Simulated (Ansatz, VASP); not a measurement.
**Two plane-wave programs on Ga**

```
Ga
1.0
     2.39616   -4.01067    0.00000
     2.39616    4.01067    0.00000
     0.00000    0.00000    4.70476
Ga
4
Direct
  0.84394 0.15606 0.08268
  0.65606 0.34394 0.58268
  0.15606 0.84394 0.91732
  0.34394 0.65606 0.41732
```

Alike in both runs: task single point; functional revPBE; k mesh 10 × 10 × 9; occupations fermi-dirac, width 0.1 eV; no spin polarisation.

```csv
,VASP,Ansatz
version,VASP 6.6.1,Ansatz 0.2.0
potentials or method,"VASP PAW PBE potentials, release 64 (Ga_d), cutoff 520 eV","plane waves (420 eV) with PAW, scalar-relativistic"
valence electrons in the cell,52,52
```

```tsv
	VASP	Ansatz	Ansatz less VASP
pressure (GPa)	-2.7	-2.8	-0.12
traceless stress, the component that is largest in VASP (GPa)	0.20	0.20	-0.002
```

VASP's potentials were made for PBE, not for revPBE.
